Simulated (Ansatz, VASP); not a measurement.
Two plane-wave programs on Hf

File INCAR:

```
SYSTEM = Hf
PREC     = Accurate       ! precision mode
ENCUT    = 400            ! plane-wave cutoff, eV
EDIFF    = 1E-6           ! SCF threshold, eV
ISMEAR   = 1              ! smearing method
SIGMA    = 0.1            ! smearing width, eV
LREAL    = .FALSE.        ! projectors in reciprocal space
LASPH    = .TRUE.         ! aspherical terms in the spheres
NELM     = 120            ! most SCF steps
ALGO     = Normal         ! electronic algorithm
ISIF     = 2              ! what is computed and relaxed
LWAVE    = .FALSE.        ! write WAVECAR
LCHARG   = .FALSE.        ! write CHGCAR
LDIPOL   = .TRUE.       
IDIPOL   = 3            
DIPOL    = 0.5 0.5 0.434
GGA      = PE             ! functional
IVDW     = 13             ! dispersion correction
NBANDS   = 22             ! bands
GGA_COMPAT= .FALSE.      
NELMDL   = -8
```

The input KPOINTS:

```
Automatic mesh
0
G
  12 12 1
  0 0 0
```

The input POSCAR:

```
Hf
1.0
    3.1178587386      0.0000000000      0.0000000000
   -1.5589293693      2.7001448730      0.0000000000
    0.0000000000      0.0000000000     21.9356160951
Hf
3
Direct
    0.6666666667      0.3333333333      0.3191157235
    0.3333333333      0.6666666667      0.4292998344
    0.6666666667      0.3333333333      0.5533944346
```

Input for Ansatz:

```yaml
crystal:
  lattice:
    - [3.1178587386, 0.0, 0.0]
    - [-1.5589293693, 2.700144873, 0.0]
    - [0.0, 0.0, 21.9356160951]
  atoms:
    - { symbol: Hf, position: [0.6666666667, 0.3333333333, 0.3191157235] }
    - { symbol: Hf, position: [0.3333333333, 0.6666666667, 0.4292998344] }
    - { symbol: Hf, position: [0.6666666667, 0.3333333333, 0.5533944346] }
basis:
  ecutwfc: 420
kpoints:
  mp_grid: { grid: [12, 12, 1] }
hamiltonian:
  xc: pbe
  dispersion: d4
  pseudopotentials: { kind: paw, azcp: { folder: soft_1 } }
scf:
  occupations: { method: methfessel_paxton, width: 0.1 }
  n_extra_bands: 8
  max_iter: 160
output:
  forces: true
  eigenvalues: true
  write_density: true
  write_potential: true
  elf: true
  volumetric_format: npy
efield:
  axis: 3
  dipole_correction: true
```

Alike in both runs: task single point; functional PBE; dispersion D4; k mesh 12 × 12 × 1; occupations methfessel-paxton of order 1, width 0.1 eV; no spin polarisation.

|  | VASP | Ansatz |
| --- | --- | --- |
| version | VASP 6.6.1 | Ansatz 0.2.0 |
| potentials or method | VASP PAW PBE potentials, release 64 (Hf_pv), cutoff 400 eV | scalar-relativistic, plane waves, PAW |
| valence electrons in the cell | 30 | 78 |

```tsv
	VASP	Ansatz	Ansatz less VASP
gap on the k mesh at the Fermi level (eV)	none	none	-
rms of the force components (eV/Å)	0.295	0.297	+0.0024
```

Atom by atom the forces differ by 0.019 eV/Å (rms over components). A gap of «none» marks a metal or a gap that the smearing closes. VASP's potentials hold 30 valence electrons a cell and Ansatz's 78, so a difference there can come from the potentials and not from the codes. Ansatz's warnings: xc potential rough in thin density.

Spin-orbit coupling is off throughout.
